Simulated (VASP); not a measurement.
Wanted: the native input for a VASP 6.6.1 run.

```yaml
Task: relaxation of cell and atoms
Functional: PBE
Potentials_or_basis: VASP PAW PBE potentials, release 64 (Zn, S)
Cutoff: 600 eV
k_mesh: 3 × 3 × 3
Occupations: gaussian, width 0.2 eV
Spin: no spin polarisation
Dipole_correction: no
Further_INCAR_settings: ALGO = Normal; EDIFF = 1e-06; IBRION = 2; EDIFFG = -0.08; NSW = 36; ISIF = 3
```

The structure of ZnS7 lies in POSCAR:

```
ZnS7
1.0
    4.5400000000      2.6211702200      2.4000000000
   -4.5400000000      2.6211702200      2.4000000000
    0.0000000000     -5.2423404400      2.4000000000
Zn S
1 7
Direct
    0.7250000000      0.7250000000      0.7250000000
    0.8193000000      0.8193000000      0.1724000000
    0.1807000000      0.8276000000      0.1807000000
    0.1724000000      0.8193000000      0.8193000000
    0.1807000000      0.1807000000      0.8276000000
    0.8193000000      0.1724000000      0.8193000000
    0.8276000000      0.1807000000      0.1807000000
    0.4200000000      0.4200000000      0.4200000000
```

The input as run:

INCAR

```
  PREC = Accurate
  ENCUT = 600
  EDIFF = 1E-6
  ISMEAR = 0
  SIGMA = 0.2
  LREAL = False
  LASPH = True
  NELM = 80
  ALGO = Normal
  ISIF = 3
  LWAVE = False
  LCHARG = False
  GGA = PE
  IBRION = 2
  NSW = 36
  EDIFFG = -0.08
```

KPOINTS

```
Automatic mesh
0
Gamma
  3 3 3
```

Potentials or basis: VASP PAW PBE potentials, release 64 (Zn, S).

The run is started by

```sh
$ cat potpaw_PBE.64/Zn/POTCAR potpaw_PBE.64/S/POTCAR > POTCAR
$ mpirun -np 1 vasp_std > vasp.out
```

It gave:

The relaxed volume is 26.89 Å³/atom. The relaxed cell is a = 6.089 Å, b = 6.089 Å, c = 6.089 Å, α = 99.57°, β = 99.57°, γ = 99.57°. The space group after relaxing (to 0.1 Å) is R3m (No. 160). The energy gained by relaxing is 127.7 meV/atom and the ionic steps are 22. The pressure after relaxing is -0.1 GPa, the largest force after relaxing is 0.047 eV/Å and the band gap on the k mesh is 1.04 eV (least direct gap 1.09 eV).

Caveat: the volume moved by over 15 % at a fixed basis, so the end points are rough; an odd mesh through Γ misses points on the zone boundary, where band edges can lie; the relaxation stopped at a loose force limit of 0.08 eV/Å, so its end isn't a converged minimum.

Wall time 11 min on 1 thread of Intel(R) Xeon(R) Platinum 8259CL CPU @ 2.50GHz (Skylake/Cascade Lake), on a shared host, peak memory 0.33 GiB.
